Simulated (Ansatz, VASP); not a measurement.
Two plane-wave programs on Ba

File INCAR:

```
SYSTEM = Ba
PREC     = Accurate       ! precision mode
ENCUT    = 520            ! plane-wave cutoff, eV
EDIFF    = 1E-6           ! SCF threshold, eV
ISMEAR   = 0              ! smearing method
SIGMA    = 0.15           ! smearing width, eV
LREAL    = .False.        ! projectors in reciprocal space
LASPH    = .True.         ! aspherical terms in the spheres
NELM     = 80             ! most SCF steps
ALGO     = Fast           ! electronic algorithm
ISIF     = 2              ! what is computed and relaxed
LWAVE    = .False.        ! write WAVECAR
LCHARG   = .False.        ! write CHGCAR
GGA      = PS             ! functional
NBANDS   = 11             ! bands
```

The input KPOINTS:

```
Automatic mesh
0
Gamma
  14 14 14
  0 0 0
```

POSCAR

```
Ba
1.0
    1.8300675360      4.0966857376      4.0966857376
    4.0966857376      1.8300675360      4.0966857376
    4.0966857376      4.0966857376      1.8300675360
Ba
1
Direct
    0.0000000000      0.0000000000      0.0000000000
```

Input for Ansatz:

```yaml
crystal:
  lattice:
    - [1.830067536, 4.0966857376, 4.0966857376]
    - [4.0966857376, 1.830067536, 4.0966857376]
    - [4.0966857376, 4.0966857376, 1.830067536]
  atoms:
    - { symbol: Ba, position: [0.0, 0.0, 0.0] }
basis:
  ecutwfc: 420
kpoints:
  mp_grid: { grid: [14, 14, 14] }
hamiltonian:
  xc: pbesol
  pseudopotentials: { kind: paw }
scf:
  occupations: { method: gaussian, width: 0.15 }
output:
  forces: true
  stress: true
  eigenvalues: true
```

Alike in both runs: task single point; functional PBEsol; k mesh 14 × 14 × 14; occupations gaussian, width 0.15 eV; no spin polarisation.

|  | VASP | Ansatz |
| --- | --- | --- |
| version | VASP 6.6.1 | Ansatz 0.2.0 |
| potentials or method | VASP PAW PBE potentials, release 64 (Ba_sv), cutoff 520 eV | scalar-relativistic, plane waves, PAW |
| valence electrons in the cell | 10 | 10 |

|  | VASP | Ansatz | Ansatz less VASP |
| --- | --- | --- | --- |
| gap on the k mesh at the Fermi level (eV) | none | none | - |
| pressure (GPa) | 6.2 | 5.0 | -1.18 |
| traceless stress, the component that is largest in VASP (GPa) | -4.65 | -4.02 | +0.631 |

VASP's potentials were made for PBE, not for PBEsol. A gap of «none» marks a metal or a gap that the smearing closes.

Spin-orbit coupling is off throughout.
